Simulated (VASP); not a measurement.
Write the native input for VASP 6.6.1 that does the following.

```
Task                   : relaxation of cell and atoms
Functional             : LDA
Potentials or basis    : VASP PAW LDA potentials, release 64 (Cu)
Cutoff                 : 600 eV
k mesh                 : 20 × 20 × 20
Occupations            : gaussian, width 0.1 eV
Spin                   : no spin polarisation
Dipole correction      : no
Further INCAR settings : ALGO = Normal; EDIFF = 1e-07; IBRION = 2; EDIFFG = -0.005; NSW = 100; ISIF = 3
```

The structure of Cu lies in POSCAR:

```
Cu
1.0
    0.0000000000      1.7594476929      1.7594476929
    1.7594476929      0.0000000000      1.7594476929
    1.7594476929      1.7594476929      0.0000000000
Cu
1
Direct
    0.0000000000      0.0000000000      0.0000000000
```

The input as run:

INCAR

```
SYSTEM = Cu
PREC = Accurate
ENCUT = 600
EDIFF = 1E-7
ISMEAR = 0
SIGMA = 0.1
LREAL = .FALSE.
LASPH = .TRUE.
NELM = 60
ALGO = Normal
ISIF = 3
LWAVE = .FALSE.
LCHARG = .FALSE.
IBRION = 2
NSW = 100
EDIFFG = -0.005
```

KPOINTS

```
regular mesh
0
G
  20 20 20
  0 0 0
```

Potentials or basis: VASP PAW LDA potentials, release 64 (Cu).

Command:

```console
$ cat potpaw_LDA.64/Cu/POTCAR > POTCAR
$ mpirun -np 1 vasp_std > vasp.out
```

Results of the run:

The relaxed volume is 10.94 Å³/atom. The relaxed cell is a = 2.492 Å, b = 2.492 Å, c = 2.492 Å, α = 60.00°, β = 60.00°, γ = 60.00° and the space group after relaxing (to 0.1 Å) is Fm-3m (No. 225). The energy gained by relaxing is 0.1 meV/atom. The ionic steps are 3, the pressure after relaxing is -0.1 GPa and the band gap on the k mesh is zero (an odd number of electrons rules out a gap without spin polarisation).

Run time: 42 s on 1 thread of Intel(R) Xeon(R) Platinum 8259CL CPU @ 2.50GHz (Skylake/Cascade Lake), with other jobs on the host, peak memory 0.15 GiB.
